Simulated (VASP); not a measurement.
**Sb: single point with PBE**

The system is Sb.

```
CELL_PARAMETERS angstrom
2.18940 1.26405 3.84533
-2.18940 1.26405 3.84533
0.00000 -2.52810 3.84533
ATOMIC_POSITIONS crystal
Sb 0.76767 0.76767 0.76767
Sb 0.23233 0.23233 0.23233
```

```json
{
  "Program": "VASP 6.6.1",
  "Task": "single point",
  "Functional": "PBE",
  "Potentials or basis": "VASP PAW PBE potentials, release 64 (Sb)",
  "Cutoff": "520 eV",
  "k mesh": "8 × 8 × 8",
  "Occupations": "fermi-dirac, width 0.05 eV",
  "Spin": "no spin polarisation",
  "Dipole correction": "no",
  "Further INCAR settings": "ALGO = Normal; EDIFF = 1e-07; NBANDS = 12"
}
```

```json
{
  "Pressure": "0.0 GPa",
  "Largest force": "0.035 eV/Å",
  "Band gap on the k mesh": "zero (band 5 reaches 6.67 eV, above the bottom of band 6 at 6.38 eV)"
}
```

Forces in eV/Å, atoms in the order of the input:
```
Sb   0.000  0.000 -0.035
Sb   0.000  0.000  0.035
```

Levels at points of the mesh, in eV from the Fermi level:
```csv
k point,band 3,band 4,band 5,band 6,band 7,band 8
"(0.00, 0.00, 0.00)",-1.99,-1.76,-1.76,1.87,2.51,2.51
"(0.50, 0.00, 0.00)",-1.96,-1.85,-0.33,-0.29,0.19,0.59
"(0.50, 0.50, 0.00)",-5.14,-3.55,-3.49,1.58,4.59,5.27
"(0.50, 0.50, 0.50)",-1.33,-1.33,-0.64,0.20,0.20,1.04
```

Run time: 34 s on 1 thread of Intel(R) Xeon(R) Platinum 8488C (Sapphire Rapids), with other jobs on the host, peak memory 0.22 GiB.

Caveat: spin-orbit coupling is left out, which moves the levels of the heavy elements.
